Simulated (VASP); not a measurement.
Wanted: the native input for a VASP 6.6.1 run.

| Quantity | Value |
| --- | --- |
| Task | electric field gradients |
| Functional | LDA |
| Potentials or basis | VASP PAW LDA potentials, release 64 (As_d) |
| Cutoff | 520 eV |
| k mesh | 11 × 11 × 11 |
| Occupations | fermi-dirac, width 0.03 eV |
| Spin | no spin polarisation |
| Dipole correction | no |
| Further INCAR settings | ALGO = Normal; EDIFF = 1e-08; NBANDS = 22 |

The structure of As lies in POSCAR:

```
As
1.0
    1.8797494575      1.0852738553      3.4857700000
   -1.8797494575      1.0852738553      3.4857700000
    0.0000000000     -2.1705477106      3.4857700000
As
2
Direct
    0.2275400000      0.2275400000      0.2275400000
    0.7724600000      0.7724600000      0.7724600000
```

These files were run (other wordings do the same):

INCAR

```
  ALGO = Normal
  EDIFF = 1E-8
  ENCUT = 520
  GGA = CA
  GGA_COMPAT = F
  ISIF = 2
  ISMEAR = -1
  LASPH = T
  LCHARG = F
  LEFG = T
  LREAL = F
  LWAVE = F
  NBANDS = 22
  NELM = 120
  PREC = Accurate
  SIGMA = 0.03
```

KPOINTS

```
k-points
0
Gamma
  11 11 11
```

Potentials or basis: VASP PAW LDA potentials, release 64 (As_d).

Command:

```bash
$ cat potpaw_LDA.64/As_d/POTCAR > POTCAR
$ mpirun -np 1 vasp_std > vasp.out
```

Results of the run:

```
Pressure                                : -1.3 GPa
Largest force                           : 0.101 eV/Å
Band gap on the k mesh                  : zero (bands 15 and 16 overlap by 0.35 eV)
Largest electric field gradient by atom : As -45.9 V/Å²
```

Caveat: without QUAD_EFG the Cq values of the log hold for a quadrupole moment of 1 mb, not for the nuclei.

Wall time 82 s on 1 thread of Intel(R) Xeon(R) Platinum 8259CL CPU @ 2.50GHz (Skylake/Cascade Lake), on a shared host, peak memory 0.22 GiB.
